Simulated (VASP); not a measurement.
Runs of VASP 6.6.1 on W. The structure is that of space group Fm-3m (No. 225), or close to it. The cells are those of the table. 

```csv
task,cell,k mesh,cutoff (eV),gap on the mesh (eV),pressure (GPa)
single point,"a = 2.901 Å, angles 60.0°, 1 atom",15 × 15 × 15,520,none,-19.6
single point,"a = 2.790 Å, angles 60.0°, 1 atom",15 × 15 × 15,520,none,(a)
single point,"a = 2.828 Å, angles 60.0°, 1 atom",22 × 22 × 22,520,none,0.5
single point,"a = 2.828 Å, angles 60.0°, 1 atom",14 × 14 × 14,520,none,(b)
single point,"a = 2.710 Å, angles 60.0°, 1 atom",15 × 15 × 15,520,none,50.7
single point,"a = 2.828 Å, angles 60.0°, 1 atom",15 × 15 × 15,520,none,0.3
relaxation of cell and atoms,"relaxed from a = 2.819 Å, angles 60.0°, 1 atom",14 × 14 × 14,600,none,-0.1
single point,"a = 2.750 Å, angles 60.0°, 1 atom",15 × 15 × 15,520,none,30.3
single point,"a = 2.865 Å, angles 60.0°, 1 atom",15 × 15 × 15,520,none,-10.7
single point,"a = 2.937 Å, angles 60.0°, 1 atom",15 × 15 × 15,520,none,(c)
```

Alike in all rows: level PBEsol; potentials or basis VASP PAW PBE potentials, release 64 (W_sv); no spin polarisation; smearing fermi-dirac 0.1 eV.

Problem. Fill in the values left out.

Solution. (a) 13.8; (b) 0.7; (c) -26.9.

Caveats: the PAW data sets were made with another functional, which shifts forces and pressure a little; spin-orbit coupling is left out, which moves the levels of the heavy elements.

A k mesh can miss the band edges, and the runs leave out spin-orbit coupling on W.

A gap of «none» marks levels without a gap at the run's occupations.
